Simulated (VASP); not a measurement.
# Tl (Pm-3m) in VASP: a series of runs, part 2 of 2

VASP 6.6.1. Earlier steps stand in the parts before.

### 4 Relaxation of cell and atoms, PBE

This run uses another cell than the first one, of 34.01 Å³/atom, 1.099 times its volume.

File INCAR:

```
PREC = Accurate ; ENCUT = 600
EDIFF = 1E-6 ; ISMEAR = -1
SIGMA = 0.08 ; LREAL = False
LASPH = True ; NELM = 80
ALGO = Normal ; ISIF = 3
LWAVE = False ; LCHARG = False
GGA = PE ; IBRION = 2
NSW = 60 ; EDIFFG = -0.005
```

File KPOINTS:

```
regular mesh
0
Gamma
  12 12 12
```

File POSCAR:

```
Tl
1.0
    3.2399382704      0.0000000000      0.0000000000
    0.0000000000      3.2399382704      0.0000000000
    0.0000000000      0.0000000000      3.2399382704
Tl
1
Direct
    0.0000000000      0.0000000000      0.0000000000
```

Potentials or basis: VASP PAW PBE potentials, release 64 (Tl_d).

Started as:

```sh
> cat potpaw_PBE.64/Tl_d/POTCAR > POTCAR
> mpirun -np 1 vasp_std > vasp.out
```

OUTCAR:

```text
PREC = Accurate
   ENCUT = 600
   EDIFF = 1E-6
   ISMEAR = -1
   LREAL = False
   LASPH = True
   NELM = 80
   ISIF = 3
   GGA = PE
   IBRION = 2
   NSW = 60
   EDIFFG = -0.005

 ion  position               nearest neighbor table
   1  0.000  0.000  0.000-

  LATTYP: Found a simple cubic cell.
 ALAT       =     3.2399382704

  Lattice vectors:

 A1 = (   3.2399382704,   0.0000000000,   0.0000000000)
 A2 = (   0.0000000000,   3.2399382704,   0.0000000000)
 A3 = (   0.0000000000,   0.0000000000,   3.2399382704)

Analysis of symmetry for initial positions (statically):
=====================================================================
 Subroutine PRICEL returns:
 Original cell was already a primitive cell.

 Routine SETGRP: Setting up the symmetry group for a
 simple cubic supercell.

 Subroutine GETGRP returns: Found 48 space group operations
 (whereof 48 operations were pure point group operations)
 out of a pool of 48 trial point group operations.

The static configuration has the point symmetry O_h .

Analysis of symmetry for dynamics (positions and initial velocities):
=====================================================================
 Subroutine PRICEL returns:
 Original cell was already a primitive cell.

 Routine SETGRP: Setting up the symmetry group for a
 simple cubic supercell.

 Subroutine GETGRP returns: Found 48 space group operations
 (whereof 48 operations were pure point group operations)
 out of a pool of 48 trial point group operations.

The dynamic configuration has the point symmetry O_h .

 Subroutine INISYM returns: Found 48 space group operations
 (whereof 48 operations are pure point group operations),
 and found     1 'primitive' translations

[... 118 lines left out ...]
   LHFCALC =     F    Hartree Fock is set to
   AEXX    =    0.0000 exact exchange contribution
   IVDW    =     0    specifies the selected vdW correction
   LEPSILON=     F    determine dielectric tensor
   LRPA    =     F    only Hartree local field effects (RPA)
 conjugate gradient relaxation of ions
 non-spin polarized calculation
  energy-cutoff  :      600.00
  volume of cell :       34.01
 maximum number of plane-waves:      1157
 NGX is ok and might be reduce to    28
   NGX = 13   NGY = 13   NGZ = 13

--------------------------------------- Ionic step        1  -------------------------------------------

 number of electron      12.9999998 magnetization

 Free energy of the ion-electron system (eV)
  ---------------------------------------------------
  ext. energy  EPLUGINS =         0.00000000
  ---------------------------------------------------
  free energy    TOTEN  =        -2.09513003 eV

  energy without entropy =       -2.08321578  energy(sigma->0) =       -2.08917291

------------------------ aborting loop because EDIFF is reached ----------------------------------------

  FORCE on cell =-STRESS in cart. coord.  units (eV):
  Direction    XX          YY          ZZ          XY          YZ          ZX
  --------------------------------------------------------------------------------------
  -------------------------------------------------------------------------------------
  Total        0.0519276      0.0519276      0.0519276     -0.0000000     -0.0000000     -0.0000000
  in kB        2.4462378      2.4462378      2.4462378     -0.0000000     -0.0000000     -0.0000000
  external PRESSURE =       2.4462378 kB  Pullay stress =       0.0000000 kB
[... 127 lines left out ...]
--------------------------------------- Ionic step        5  -------------------------------------------

 number of electron      12.9999997 magnetization

 Free energy of the ion-electron system (eV)
  ---------------------------------------------------
  ext. energy  EPLUGINS =         0.00000000
  ---------------------------------------------------
  free energy    TOTEN  =        -2.09539775 eV

  energy without entropy =       -2.08330228  energy(sigma->0) =       -2.08935001

 E-fermi :   4.9308     XC(G=0):  -9.2271

 val. band max:        4.9285612492   @ k =   0.4167   0.4167   0.0833
 cond. band min:       4.9511053500   @ k =   0.5000   0.5000   0.1667
 fundamental gap:      0.0225441008
 Fermi energy:         4.9308040331

 k-point     1 :       0.0000    0.0000    0.0000
  band No.  band energies     occupation
      1      -7.2026      2.00000
      2      -7.2026      2.00000
      3      -6.3324      2.00000
      4      -6.3324      2.00000
      5      -6.3324      2.00000
      6      -4.3810      2.00000
      7      11.3634      0.00000
      8      11.3634      0.00000
      9      11.3634      0.00000
     10      13.9976      0.00000
[... 287 lines left out ...]
 k-point    24 :       0.4167    0.3333    0.0000
  band No.  band energies     occupation
      1      -6.9514      2.00000
      2      -6.8526      2.00000
      3      -6.5386      2.00000
      4      -6.4903      2.00000
      5      -6.2881      2.00000
      6      -0.4518      2.00000
      7       4.3503      1.99859
      8       6.4500      0.00000
      9      11.2995      0.00000
     10      15.5693      0.00000

 [... further k-points ...]
[... 5 lines left out ...]
  --------------------------------------------------------------------------------------
  -------------------------------------------------------------------------------------
  Total        0.0006230      0.0006230      0.0006230      0.0000000     -0.0000000      0.0000000
  in kB        0.0290935      0.0290935      0.0290935      0.0000000     -0.0000000      0.0000000
  external PRESSURE =       0.0290935 kB  Pullay stress =       0.0000000 kB
[... 16 lines left out ...]
  FREE ENERGIE OF THE ION-ELECTRON SYSTEM (eV)
  ---------------------------------------------------
  free  energy   TOTEN  =        -2.0953977476 eV

  energy  without entropy=       -2.0833022755  energy(sigma->0) =       -2.08935001

 reached required accuracy - stopping structural energy minimisation
```

It took 26 s on 1 thread of Intel Xeon 6975P-C (Granite Rapids), shared host; peak memory 0.18 GiB.

Results:

- Free energy: -2.0954 eV
- Relaxed volume: 34.31 Å³/atom
- Relaxed cell: a = 3.249 Å, b = 3.249 Å, c = 3.249 Å, α = 90.00°, β = 90.00°, γ = 90.00°
- Space group after relaxing (to 0.05 Å): Pm-3m (No. 221)
- Energy gained by relaxing: 0.3 meV/atom
- Ionic steps: 5
- Pressure after relaxing: 0.0 GPa

Step by step:
| step | energy change (eV) | largest force (eV/Å) | pressure (GPa) | volume (Å³) |
| --- | --- | --- | --- | --- |
| 1 | 0.0000 | 0.0000 | 0.24 | 34.01 |
| 2 | -0.0003 | 0.0000 | 0.08 | 34.27 |
| 3 | -0.0003 | 0.0000 | -0.06 | 34.43 |
| 4 | -0.0003 | 0.0000 | -0.05 | 34.36 |
| 5 | -0.0003 | 0.0000 | 0.00 | 34.31 |

Final structure:
```cif
data_structure
_symmetry_space_group_name_H-M 'P 1'
_symmetry_Int_Tables_number 1
_cell_length_a 3.2495
_cell_length_b 3.2495
_cell_length_c 3.2495
_cell_angle_alpha 90.000
_cell_angle_beta 90.000
_cell_angle_gamma 90.000
_cell_volume 34.31
loop_
_atom_site_label
_atom_site_type_symbol
_atom_site_fract_x
_atom_site_fract_y
_atom_site_fract_z
_atom_site_occupancy
Tl1 Tl 0.00000 0.00000 0.00000 1
```

Caveat: spin-orbit coupling is left out, which moves the levels of the heavy elements.

### 5 Overview

```csv
task,cell,cutoff (eV),gap on the mesh (eV),pressure (GPa)
single point,"a = 3.139 Å, 1 atom",520,none,3.0
single point,"a = 3.252 Å, 1 atom",520,none,-0.1
relaxation of cell and atoms,"relaxed from a = 3.240 Å, 1 atom",600,none,0.0
```

Alike in all rows: level PBE; potentials or basis VASP PAW PBE potentials, release 64 (Tl_d); no spin polarisation; k mesh 12 × 12 × 12; smearing fermi-dirac 0.08 eV.

Caveats: spin-orbit coupling is left out, which moves the levels of the heavy elements.

Total energies depend on the potentials used, so only differences within one code and one set of settings carry meaning.
